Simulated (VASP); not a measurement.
# MoS2: single point with PBE+D3(BJ)

Crystal: MoS2.

```xyz
3
Lattice="1.5671 0.8414 5.9550 -1.5671 0.8414 5.9550 0.0000 -1.6829 5.9550" Properties=species:S:1:pos:R:3 pbc="T T T"
Mo    0.0000    0.0000    0.0000
S     0.0000    0.0628   13.5125
S     0.0000   -0.0628    4.3524
```

This cell differs from its parent crystal: atoms displaced along a vibrational mode, the cell strained.

```
Program             : VASP 6.6.1
Task                : single point
Functional          : PBE
Dispersion          : D3(BJ)
Potentials or basis : VASP PAW PBE potentials, release 64 (Mo_sv, S)
Cutoff              : 520 eV
k mesh              : 15 × 15 × 15
Occupations         : gaussian, width 0.15 eV
Spin                : no spin polarisation
```

The pressure is 13.8 GPa and the largest force is 1.605 eV/Å. The band gap on the k mesh is zero (bands 13 and 14 overlap by 0.48 eV). The dispersion energy per atom is -0.484 eV.

Forces in eV/Å, atoms in the order of the input:
```
Mo   0.000  0.000  0.000
S    0.000 -1.169  1.099
S    0.000  1.169 -1.099
```

Stress tensor (GPa, compression positive):
```
  1.05   0.00   0.00
  0.00  28.10 -12.13
  0.00 -12.13  12.28
```

Levels at points of the mesh, in eV from the Fermi level:
| k point | band 10 | band 11 | band 12 | band 13 | band 14 | band 15 | band 16 | band 17 |
| --- | --- | --- | --- | --- | --- | --- | --- | --- |
| (0.00, 0.00, 0.00) | -2.01 | -1.65 | -0.89 | -0.45 | 0.10 | 0.69 | 3.14 | 3.81 |

Wall time 27 min on 1 thread of Intel(R) Xeon(R) Platinum 8488C (Sapphire Rapids) (shared host), peak memory 0.92 GiB.

Caveat: the cell differs from its parent crystal (atoms displaced along a vibrational mode, the cell strained); the stress differs along the axes, from 1 to 28 GPa; forces of over 1 eV/Å act on the atoms, so gaps and moduli don't describe the material at rest.
